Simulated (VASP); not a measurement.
# BaTiO3 (Pm-3m) in VASP: a series of runs

The runs below take BaTiO3 through single point, with r2SCAN.

Everything below comes from runs of VASP 6.6.1. Logs are shortened: lines on timing, memory, paths and dates and some standing lists are left out, and cuts for length are marked.

## 1. The cell of the first run

The structure is cubic, space group Pm-3m (No. 221). The conventional cell has a = 4.020 Å, b = 4.020 Å, c = 4.020 Å, α = 90.00°, β = 90.00°, γ = 90.00°. Ba (site symmetry m-3m) has 12 O at 2.84 Å and 8 Ti at 3.48 Å within 3.7 Å. Ti (site symmetry m-3m) has 6 O at 2.01 Å within 2.7 Å. Within 2.7 Å of O (site symmetry 4/mmm) lie 2 Ti at 2.01 Å.

## 2. Single point, r2SCAN (13.00 Å³/atom)

Contents of POSCAR:

```
BaTiO3
1.0
    4.0204973007      0.0000000000      0.0000000000
    0.0000000000      4.0204973007      0.0000000000
    0.0000000000      0.0000000000      4.0204973007
Ba Ti O
1 1 3
Direct
    0.5000000000      0.5000000000      0.5000000000
    0.0000000000      0.0000000000      0.0000000000
    0.5000000000      0.0000000000      0.0000000000
    0.0000000000      0.5000000000      0.0000000000
    0.0000000000      0.0000000000      0.5000000000
```

Contents of INCAR.step1:

```
PREC = Accurate
ENCUT = 1480
ISMEAR = 0
SIGMA = 0.05
LREAL = F
LASPH = T
NELM = 120
NBANDS = 28
GGA = PE
ALGO = Normal
EDIFF = 1E-5
LWAVE = T
LCHARG = F
GGA_COMPAT = F
```

Contents of INCAR.step2:

```
PREC = Accurate
ENCUT = 1480
EDIFF = 1E-6
ISMEAR = 0
SIGMA = 0.05
LREAL = F
LASPH = T
NELM = 120
ALGO = Normal
ISIF = 2
LWAVE = F
LCHARG = F
METAGGA = R2SCAN
LMIXTAU = T
NBANDS = 28
ISTART = 1
GGA_COMPAT = F
```

Contents of KPOINTS:

```
regular mesh
0
Gamma
  6 6 6
```

Potentials or basis: VASP PAW PBE potentials, release 64 (Ba_sv, Ti_sv, O_h).

Run with:

```bash
$ cat potpaw_PBE.64/Ba_sv/POTCAR potpaw_PBE.64/Ti_sv/POTCAR potpaw_PBE.64/O_h/POTCAR > POTCAR
$ cp INCAR.step1 INCAR
$ mpirun -np 1 vasp_std > vasp.out
$ cp INCAR.step2 INCAR
$ mpirun -np 1 vasp_std > vasp.out
```

OUTCAR:

```text
PREC = Accurate
   ENCUT = 1480
   EDIFF = 1E-6
   ISMEAR = 0
   LREAL = F
   LASPH = T
   NELM = 120
   ISIF = 2
   METAGGA = R2SCAN
   ISTART = 1

 ion  position               nearest neighbor table
   1  0.500  0.500  0.500-   3 2.84   4 2.84   5 2.84   3 2.84   4 2.84   3 2.84   5 2.84   3 2.84
                             4 2.84   5 2.84   4 2.84   5 2.84   2 3.48   2 3.48   2 3.48   2 3.48
   2  0.000  0.000  0.000-   3 2.01   4 2.01   5 2.01   5 2.01   4 2.01   3 2.01   1 3.48   1 3.48
                             1 3.48   1 3.48   1 3.48   1 3.48   1 3.48   1 3.48
   3  0.500  0.000  0.000-   2 2.01   2 2.01   1 2.84   1 2.84   1 2.84   1 2.84
   4  0.000  0.500  0.000-   2 2.01   2 2.01   1 2.84   1 2.84   1 2.84   1 2.84
   5  0.000  0.000  0.500-   2 2.01   2 2.01   1 2.84   1 2.84   1 2.84   1 2.84

  LATTYP: Found a simple cubic cell.
 ALAT       =     4.0204973007

  Lattice vectors:

 A1 = (   4.0204973007,   0.0000000000,   0.0000000000)
 A2 = (   0.0000000000,   4.0204973007,   0.0000000000)
 A3 = (   0.0000000000,   0.0000000000,   4.0204973007)

Analysis of symmetry for initial positions (statically):
=====================================================================
 Subroutine PRICEL returns:
 Original cell was already a primitive cell.

 Routine SETGRP: Setting up the symmetry group for a
 simple cubic supercell.

 Subroutine GETGRP returns: Found 48 space group operations
 (whereof 48 operations were pure point group operations)
 out of a pool of 48 trial point group operations.

The static configuration has the point symmetry O_h .

Analysis of symmetry for dynamics (positions and initial velocities):
=====================================================================
 Subroutine PRICEL returns:
 Original cell was already a primitive cell.

 Routine SETGRP: Setting up the symmetry group for a
 simple cubic supercell.

 Subroutine GETGRP returns: Found 48 space group operations
 (whereof 48 operations were pure point group operations)
 out of a pool of 48 trial point group operations.

The dynamic configuration has the point symmetry O_h .

 Subroutine INISYM returns: Found 48 space group operations
 (whereof 48 operations are pure point group operations),
 and found     1 'primitive' translations

----------------------------------------------------------------------------------------

                                     Primitive cell

  volume of cell :      64.9889

  direct lattice vectors                    reciprocal lattice vectors
     4.020497301  0.000000000  0.000000000     0.248725450  0.000000000  0.000000000
     0.000000000  4.020497301  0.000000000     0.000000000  0.248725450  0.000000000
     0.000000000  0.000000000  4.020497301     0.000000000  0.000000000  0.248725450

  length of vectors
     4.020497301  4.020497301  4.020497301     0.248725450  0.248725450  0.248725450

  position of ions in fractional coordinates (direct lattice)
     0.500000000  0.500000000  0.500000000
     0.000000000  0.000000000  0.000000000
     0.500000000  0.000000000  0.000000000
     0.000000000  0.500000000  0.000000000
     0.000000000  0.000000000  0.500000000

  ion indices of the primitive-cell ions
   primitive index   ion index
                 1           1
                 2           2
                 3           3
                 4           4
                 5           5

----------------------------------------------------------------------------------------

 KPOINTS: regular mesh

Automatic generation of k-mesh.
 Grid dimensions read from file:
 generate k-points for:    6    6    6

 Generating k-lattice:

  Cartesian coordinates                     Fractional coordinates (reciprocal lattice)
     0.041454242  0.000000000  0.000000000     0.166666667  0.000000000  0.000000000
     0.000000000  0.041454242  0.000000000     0.000000000  0.166666667  0.000000000
     0.000000000  0.000000000  0.041454242     0.000000000  0.000000000  0.166666667

  Length of vectors
     0.041454242  0.041454242  0.041454242

  Shift w.r.t. Gamma in fractional coordinates (k-lattice)
     0.000000000  0.000000000  0.000000000

 Subroutine IBZKPT returns following result:
 ===========================================

 Found     20 irreducible k-points:

 Following reciprocal coordinates:
            Coordinates               Weight
  0.000000  0.000000  0.000000      1.000000
  0.166667  0.000000  0.000000      6.000000
  0.333333  0.000000  0.000000      6.000000
  0.500000  0.000000  0.000000      3.000000
  0.166667  0.166667  0.000000     12.000000
  0.333333  0.166667  0.000000     24.000000
[... 12 lines left out ...]
  0.500000  0.500000  0.333333      6.000000
  0.500000  0.500000  0.500000      1.000000
   k-points           NKPTS =     20   k-points in BZ     NKDIM =     20   number of bands    NBANDS=     28
   number of dos      NEDOS =    301   number of ions     NIONS =      5
   total plane-waves  NPLWV = 125000
   dimension x,y,z NGX =    50 NGY =   50 NGZ =   50
   dimension x,y,z NGXF=   100 NGYF=  100 NGZF=  100
   ions per type =               1   1   3
   NGX,Y,Z   is equivalent  to a cutoff of  20.67, 20.67, 20.67 a.u.
   NGXF,Y,Z  is equivalent  to a cutoff of  41.35, 41.35, 41.35 a.u.
 SYSTEM =  unknown system
   PREC   = accura    normal or accurate (medium, high low for compatibility)
   ISTART =      1    job   : 0-new  1-cont  2-samecut
   ICHARG =      0    charge: 1-file 2-atom 10-const
   ISPIN  =      1    spin polarized calculation?
   LNONCOLLINEAR =      F non collinear calculations
   LSORBIT =      F    spin-orbit coupling
   LASPH  =      T    aspherical Exc in radial PAW
   ENCUT  = 1480.0 eV 108.78 Ry   10.43 a.u.  12.61 12.61 12.61*2*pi/ulx,y,z
   NELM   =    120;   NELMIN=  2; NELMDL=  0     # of ELM steps
   EDIFF  = 0.1E-05   stopping-criterion for ELM
   LREAL  =      F    real-space projection
   EDIFFG = 0.1E-04   stopping-criterion for IOM
   NSW    =      0    number of steps for IOM
   IBRION =     -1    ionic relax: 0-MD 1-quasi-New 2-CG
   NFREE  =      0    steps in history (QN), initial steepest desc. (CG)
   ISIF   =      2    stress and relaxation
   ISYM   =      2    0-nonsym 1-usesym 2-fastsym
   POTIM  = 0.5000    time-step for ionic-motion
   TEBEG  =    0.0;   TEEND  =   0.0 temperature during run
   PSTRESS=    0.0 pullay stress
   NELECT =      40.0000    total number of electrons
   NUPDOWN=      -1.0000    fix difference up-down
   EMIN   =  10.00;   EMAX   =-10.00  energy-range for DOS
   EFERMI =   0.00;   METHOD = LEGACY
   ISMEAR =     0;   SIGMA  =   0.05  broadening in eV -4-tet -1-fermi 0-gaus
   EFERMI_NEDOS =   21; number of points for ismear=-14 and -15
   IALGO  =     38    algorithm
   IMIX   =      4    mixing-type and parameters
     AMIX     =   0.40;   BMIX     =  1.00
     AMIX_MAG =   1.60;   BMIX_MAG =  1.00
  volume/ion in A,a.u.               =      13.00        87.71
  Fermi-wavevector in a.u.,A,eV,Ry     =   1.392564  2.631564 26.384874  1.939234
  Thomas-Fermi vector in A             =   2.516294
   LORBIT       =      0    0 simple, 1 ext, 2 COOP (PROOUT), +10 PAW based schemes
   METAGGA = R2SCAN    functional components
   LHFCALC =     F    Hartree Fock is set to
   AEXX    =    0.0000 exact exchange contribution
   IVDW    =     0    specifies the selected vdW correction
   LEPSILON=     F    determine dielectric tensor
   LRPA    =     F    only Hartree local field effects (RPA)
 non-spin polarized calculation
 Gauss-broadening in eV      SIGMA  =   0.05
  energy-cutoff  :     1480.00
  volume of cell :       64.99
 maximum number of plane-waves:      8480
   NGX = 25   NGY = 25   NGZ = 25

 number of electron      40.0000001 magnetization

 Free energy of the ion-electron system (eV)
  ---------------------------------------------------
  ext. energy  EPLUGINS =         0.00000000
  ---------------------------------------------------
  free energy    TOTEN  =       -74.27735894 eV

  energy without entropy =      -74.27735894  energy(sigma->0) =      -74.27735894

 E-fermi :   4.0536     XC(G=0): -11.8461

 val. band max:        3.7755862684   @ k =   0.5000   0.5000   0.5000
 cond. band min:       5.8850844007   @ k =   0.0000   0.0000   0.0000
 fundamental gap:      2.1094981323
 Fermi energy:         4.0536235381

 k-point     1 :       0.0000    0.0000    0.0000
  band No.  band energies     occupation
      1     -55.1660      2.00000
      2     -30.3163      2.00000
      3     -30.3163      2.00000
      4     -30.3163      2.00000
      5     -21.7215      2.00000
      6     -14.0504      2.00000
[... 20 lines left out ...]
     27       9.3689      0.00000
     28      11.9368      0.00000

 k-point     2 :       0.1667    0.0000    0.0000
  band No.  band energies     occupation
      1     -55.1657      2.00000
      2     -30.3299      2.00000
      3     -30.3159      2.00000
      4     -30.3159      2.00000
      5     -21.6921      2.00000
      6     -14.0661      2.00000
[... 20 lines left out ...]
     27       9.9084      0.00000
     28      12.5881      0.00000

 k-point     3 :       0.3333    0.0000    0.0000
  band No.  band energies     occupation
      1     -55.1652      2.00000
      2     -30.3567      2.00000
      3     -30.3150      2.00000
      4     -30.3150      2.00000
      5     -21.6321      2.00000
      6     -14.1774      2.00000
[... 20 lines left out ...]
     27      11.1724      0.00000
     28      12.6880      0.00000

 k-point     4 :       0.5000    0.0000    0.0000
  band No.  band energies     occupation
      1     -55.1650      2.00000
      2     -30.3700      2.00000
      3     -30.3145      2.00000
      4     -30.3145      2.00000
      5     -21.6014      2.00000
      6     -14.2538      2.00000
[... 454 lines left out ...]
     27      12.0810      0.00000
     28      12.0954      0.00000

 k-point    19 :       0.5000    0.5000    0.3333
  band No.  band energies     occupation
      1     -55.1633      2.00000
      2     -30.3653      2.00000
      3     -30.3653      2.00000
      4     -30.3518      2.00000
      5     -21.4770      2.00000
      6     -13.3285      2.00000
[... 20 lines left out ...]
     27      11.7800      0.00000
     28      11.7800      0.00000

 k-point    20 :       0.5000    0.5000    0.5000
  band No.  band energies     occupation
      1     -55.1630      2.00000
      2     -30.3648      2.00000
      3     -30.3648      2.00000
      4     -30.3648      2.00000
      5     -21.4610      2.00000
      6     -13.1871      2.00000
[... 20 lines left out ...]
     27      11.7248      0.00000
     28      11.7249      0.00000

------------------------ aborting loop because EDIFF is reached ----------------------------------------

  FORCE on cell =-STRESS in cart. coord.  units (eV):
  Direction    XX          YY          ZZ          XY          YZ          ZX
  --------------------------------------------------------------------------------------
  -------------------------------------------------------------------------------------
  Total       -0.6618865     -0.6618865     -0.6618865      0.0000000     -0.0000000      0.0000000
  in kB      -16.3175428    -16.3175428    -16.3175428      0.0000000     -0.0000000      0.0000000
  external PRESSURE =     -16.3175428 kB  Pullay stress =       0.0000000 kB

 VOLUME and BASIS-vectors are now :
 -----------------------------------------------------------------------------
  energy-cutoff  :     1480.00
  volume of cell :       64.99
      direct lattice vectors                 reciprocal lattice vectors
     4.020497301  0.000000000  0.000000000     0.248725450  0.000000000  0.000000000
     0.000000000  4.020497301  0.000000000     0.000000000  0.248725450  0.000000000
     0.000000000  0.000000000  4.020497301     0.000000000  0.000000000  0.248725450

 POSITION                                       TOTAL-FORCE (eV/Angst)
 -----------------------------------------------------------------------------------
      2.01025      2.01025      2.01025         0.000000      0.000000      0.000000
      0.00000      0.00000      0.00000         0.000000      0.000000      0.000000
      2.01025      0.00000      0.00000         0.000000      0.000000      0.000000
      0.00000      2.01025      0.00000         0.000000      0.000000      0.000000
      0.00000      0.00000      2.01025         0.000000      0.000000      0.000000
 -----------------------------------------------------------------------------------
    total drift:                                0.000000      0.000000     -0.000000

  FREE ENERGIE OF THE ION-ELECTRON SYSTEM (eV)
  ---------------------------------------------------
  free  energy   TOTEN  =       -74.2773589415 eV

  energy  without entropy=      -74.2773589415  energy(sigma->0) =      -74.27735894
```

Wall time 9.6 min (1 thread of AMD EPYC 7R13 (Zen 3), shared host); peak memory 0.49 GiB.

What came out:

```
Free energy            : -74.2774 eV
Pressure               : -1.6 GPa
Band gap on the k mesh : 2.11 eV (least direct gap 2.27 eV)
```

Caveat: the PAW data sets were made with another functional, which shifts forces and pressure a little; spin-orbit coupling is left out, which moves the levels of the heavy elements. r2SCAN opens gaps a little over a GGA but as a rule still falls short of measured ones.

[end of part 1 of 3]
